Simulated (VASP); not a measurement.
# Rh (I4/mmm) in VASP: notebook, part 2 of 2

VASP 6.6.1. The steps go on from the part before.

**3. Single point, PBE (zz strain of +1 %)**

File INCAR:

```
PREC = Accurate
ENCUT = 520
EDIFF = 1E-6
ISMEAR = -1
SIGMA = 0.08
LREAL = False
LASPH = True
NELM = 80
ALGO = Normal
ISIF = 2
LWAVE = False
LCHARG = False
GGA = PE
NBANDS = 14
```

File KPOINTS:

```
Automatic mesh
0
Gamma
  16 16 16
```

File POSCAR:

```
Rh
1.0
    0.0000000000      1.9015500000      1.9205655000
    1.9015500000      0.0000000000      1.9205655000
    1.9015500000      1.9015500000      0.0000000000
Rh
1
Direct
    0.0000000000      0.0000000000      0.0000000000
```

Potentials or basis: VASP PAW PBE potentials, release 64 (Rh_pv).

Started as:

```
$ cat potpaw_PBE.64/Rh_pv/POTCAR > POTCAR
$ mpirun -np 1 vasp_std > vasp.out
```

OUTCAR:

```text
PREC = Accurate
   ENCUT = 520
   EDIFF = 1E-6
   ISMEAR = -1
   LREAL = False
   LASPH = True
   NELM = 80
   ISIF = 2
   GGA = PE

 ion  position               nearest neighbor table
   1  0.000  0.000  0.000-

  LATTYP: Found a body centered tetragonal cell.
 ALAT       =     2.6891977995
 C/A-ratio  =     1.4283556980

  Lattice vectors:

 A1 = (  -1.9015500000,   0.0000000000,   1.9205655000)
 A2 = (   1.9015500000,   0.0000000000,   1.9205655000)
 A3 = (   0.0000000000,   1.9015500000,  -1.9205655000)

Analysis of symmetry for initial positions (statically):
=====================================================================
 Subroutine PRICEL returns:
 Original cell was already a primitive cell.

 Routine SETGRP: Setting up the symmetry group for a
 body centered tetragonal supercell.

 Subroutine GETGRP returns: Found 16 space group operations
 (whereof 16 operations were pure point group operations)
 out of a pool of 16 trial point group operations.

The static configuration has the point symmetry D_4h.

Analysis of symmetry for dynamics (positions and initial velocities):
[... 161 lines left out ...]
 Fermi energy:        11.7113294824

 k-point     1 :       0.0000    0.0000    0.0000
  band No.  band energies     occupation
      1     -34.6430      2.00000
      2     -34.6379      2.00000
      3     -34.6379      2.00000
      4       3.8344      2.00000
      5       8.6209      2.00000
      6       8.7275      2.00000
      7       8.7275      2.00000
      8      10.6792      2.00000
      9      10.8075      1.99998
     10      27.7229      0.00000
     11      32.2869      0.00000
     12      32.9234      0.00000
     13      33.2258      0.00000
     14      33.2258      0.00000
[... 377 lines left out ...]
      1     -34.7063      2.00000
      2     -34.6629      2.00000
      3     -34.6427      2.00000
      4       4.2452      2.00000
      5       8.5219      2.00000
      6       8.8172      2.00000
      7       8.8709      2.00000
      8      10.6182      2.00000
      9      10.7131      1.99999
     10      28.2922      0.00000
     11      31.4759      0.00000
     12      32.2883      0.00000
     13      32.9824      0.00000
     14      34.0837      0.00000

 [... further k-points ...]
[... 5 lines left out ...]
  --------------------------------------------------------------------------------------
  -------------------------------------------------------------------------------------
  Total        0.3528419      0.3528419      0.1493871      0.0000000      0.0000000      0.0000000
  in kB       40.7020297     40.7020297     17.2325358      0.0000000      0.0000000      0.0000000
  external PRESSURE =      32.8788651 kB  Pullay stress =       0.0000000 kB

 VOLUME and BASIS-vectors are now :
 -----------------------------------------------------------------------------
  energy-cutoff  :      520.00
  volume of cell :       13.89
      direct lattice vectors                 reciprocal lattice vectors
     0.000000000  1.901550000  1.920565500    -0.262943388  0.262943388  0.260339988
     1.901550000  0.000000000  1.920565500     0.262943388 -0.262943388  0.260339988
     1.901550000  1.901550000  0.000000000     0.262943388  0.262943388 -0.260339988

 POSITION                                       TOTAL-FORCE (eV/Angst)
 -----------------------------------------------------------------------------------
      0.00000      0.00000      0.00000         0.000000      0.000000     -0.000000
 -----------------------------------------------------------------------------------
    total drift:                                0.000000     -0.000000      0.000000

  FREE ENERGIE OF THE ION-ELECTRON SYSTEM (eV)
  ---------------------------------------------------
  free  energy   TOTEN  =        -7.2709716932 eV

  energy  without entropy=       -7.2409222248  energy(sigma->0) =       -7.25594696
```

OSZICAR:

```text
N       E                     dE             d eps       ncg     rms          rms(c)
DAV:   1     0.121195191875E+03    0.12120E+03   -0.87963E+03  9800   0.114E+03
DAV:   2    -0.615131236457E+01   -0.12735E+03   -0.12165E+03 10864   0.342E+02
DAV:   3    -0.776263528999E+01   -0.16113E+01   -0.16085E+01 11548   0.421E+01
DAV:   4    -0.776867811480E+01   -0.60428E-02   -0.60424E-02 11434   0.265E+00
DAV:   5    -0.776873209158E+01   -0.53977E-04   -0.53978E-04 11374   0.221E-01    0.991E+00
DAV:   6    -0.728978589675E+01    0.47895E+00   -0.81985E-01 10282   0.125E+01    0.344E+00
DAV:   7    -0.727434750418E+01    0.15438E-01   -0.16506E-02 11398   0.155E+00    0.164E+00
DAV:   8    -0.727110982458E+01    0.32377E-02   -0.33807E-03 10402   0.780E-01    0.195E-01
DAV:   9    -0.727097007814E+01    0.13975E-03   -0.11054E-04 10408   0.146E-01    0.114E-02
DAV:  10    -0.727097147141E+01   -0.13933E-05   -0.31400E-06 11224   0.217E-02    0.313E-03
DAV:  11    -0.727097169324E+01   -0.22183E-06   -0.29895E-07  5330   0.763E-03
   1 F= -.72709717E+01 E0= -.72559470E+01  d E =-.300495E-01
```

stdout:

```text
POSCAR found type information on POSCAR Rh
 POSCAR found :  1 types and       1 ions
 scaLAPACK will be used
 LDA part: xc-table for (Slater+PW92), standard interpolation
 POSCAR, INCAR and KPOINTS ok, starting setup
 FFT: planning ... GRIDC
 FFT: planning ... GRID_SOFT
 FFT: planning ... GRID
 WAVECAR not read
 entering main loop
```

It took 80 s on 1 thread of Intel Xeon 8259CL, shared host; peak memory 0.18 GiB.

Results:

```
Free energy            : -7.2710 eV
Pressure               : 3.3 GPa
Band gap on the k mesh : zero (an odd number of electrons rules out a gap without spin polarisation)
```

Caveat: the cell differs from its parent crystal (zz strain of +1 %); the cell stands under pressure.

**4. Single point, PBE (zz strain of +3 %)**

File INCAR:

```
SYSTEM = Rh
ALGO = Normal ; EDIFF = 1E-7
ENCUT = 520 ; GGA = PE
ISIF = 2 ; ISMEAR = -1
LASPH = .True. ; LCHARG = .True.
LELF = .True. ; LREAL = .False.
LVHAR = .True. ; LWAVE = .False.
NBANDS = 14 ; NELM = 100
PREC = Accurate ; SIGMA = 0.08
```

File KPOINTS:

```
k-points
0
Gamma
  16 16 16
  0 0 0
```

File POSCAR:

```
Rh
1.0
    0.0000000000      1.9015500000      1.9585965000
    1.9015500000      0.0000000000      1.9585965000
    1.9015500000      1.9015500000      0.0000000000
Rh
1
Direct
    0.0000000000      0.0000000000      0.0000000000
```

Started as:

```
$ cat potpaw_PBE.64/Rh_pv/POTCAR > POTCAR
$ mpirun -np 1 vasp_std > vasp.out
```

Run time: 84 s. Hardware: 1 thread of Intel Xeon 8259CL, shared host; peak memory 0.18 GiB.

The run converged. Its results:

```yaml
Free_energy: -7.2672 eV
Pressure: -1.7 GPa
Band_gap_on_the_k_mesh: zero (an odd number of electrons rules out a gap without spin polarisation)
```

Stress tensor (GPa, compression positive):
```
 0.55  0.00  0.00
 0.00  0.55  0.00
 0.00  0.00 -6.10
```

Levels at points of the mesh, in eV from the Fermi level:
```tsv
k point	band 3	band 4	band 5	band 6	band 7	band 8	band 9	band 10	band 11	band 12
(0.00, 0.00, 0.00)	-46.31	-7.73	-3.13	-2.82	-2.82	-1.13	-0.76	16.04	20.64	20.75
(0.50, 0.00, 0.00)	-46.39	-5.86	-3.15	-2.84	0.48	0.62	0.78	8.36	15.49	20.64
(0.50, 0.50, 0.00)	-46.53	-6.02	-5.66	0.54	0.93	0.93	2.83	11.37	13.52	13.52
(0.50, 0.00, 0.50)	-46.55	-6.03	-5.67	0.50	0.82	1.09	3.45	12.18	12.84	13.13
```

Caveat: the cell differs from its parent crystal (zz strain of +3 %).

**5. The runs side by side**

```tsv
cell	gap on the mesh (eV)	pressure (GPa)
a = 2.662, b = 2.662, c = 2.689 Å, angles 59.7, 59.7, 60.7°, 1 atom	none	12.2
a = 2.703, b = 2.703, c = 2.689 Å, angles 60.2, 60.2, 59.7°, 1 atom	none	3.3
a = 2.730, b = 2.730, c = 2.689 Å, angles 60.5, 60.5, 59.0°, 1 atom	none	-1.7
```

Alike in all rows: task single point; level PBE; potentials or basis VASP PAW PBE potentials, release 64 (Rh_pv); no spin polarisation; k mesh 16 × 16 × 16; cutoff (eV) 520; smearing fermi-dirac 0.08 eV.

Caveats: the cell stands under pressure (at least some runs).

Absolute energies hang on the potentials; compare differences alone.
